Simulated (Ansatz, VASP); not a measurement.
**CdS: VASP beside Ansatz**

INCAR

```
PREC = Accurate
ENCUT = 520
EDIFF = 1E-7
ISMEAR = -1
SIGMA = 0.05
LREAL = False
LASPH = True
NELM = 60
ALGO = Normal
ISIF = 2
LWAVE = False
LCHARG = True
GGA = PE
LELF = True
LVHAR = True
NBANDS = 16
```

The input KPOINTS:

```
regular mesh
0
Gamma
  6 6 6
```

File POSCAR:

```
CdS
1.0
    0.0000000000      2.7532440000      2.7532440000
    2.7532440000      0.0000000000      2.7532440000
    2.7532440000      2.7532440000      0.0000000000
Cd S
1 1
Direct
    0.0000000000      0.0000000000      0.0000000000
    0.5000000000      0.5000000000      0.5000000000
```

Contents of input.yaml:

```yaml
crystal:
  lattice:
    - [0.0, 2.753244, 2.753244]
    - [2.753244, 0.0, 2.753244]
    - [2.753244, 2.753244, 0.0]
  atoms:
    - { symbol: Cd, position: [0.0, 0.0, 0.0] }
    - { symbol: S, position: [0.5, 0.5, 0.5] }
kpoints:
  mp_grid: { grid: [6, 6, 6] }
scf:
  occupations: { method: fermi_dirac, width: 0.05 }
hamiltonian:
  xc: pbe
  pseudopotentials: { kind: all_electron, datasets: crystal }
output:
  forces: true
  stress: true
  eigenvalues: true
  elf: true
  volumetric_format: npy
```

Alike in both runs: task single point; functional PBE; k mesh 6 × 6 × 6; occupations fermi-dirac, width 0.05 eV; no spin polarisation.

|  | VASP | Ansatz |
| --- | --- | --- |
| version | VASP 6.6.1 | Ansatz 0.2.0 |
| potentials or method | VASP PAW PBE potentials, release 64 (Cd, S), cutoff 520 eV | all-electron PAW datasets made for the crystal |

Ansatz gave:

| Quantity | Value |
| --- | --- |
| gap on the k mesh at the Fermi level (eV) | 0.26 |
| least direct gap on the mesh (eV) | 1.55 |
| pressure (GPa) | -0.4 |

Problem. Estimate VASP's values.

Solution. gap on the k mesh at the Fermi level (eV): 0.25; least direct gap on the mesh (eV): 1.53; pressure (GPa): -0.1.

Ansatz ran all-electron here, and VASP with PAW potentials.
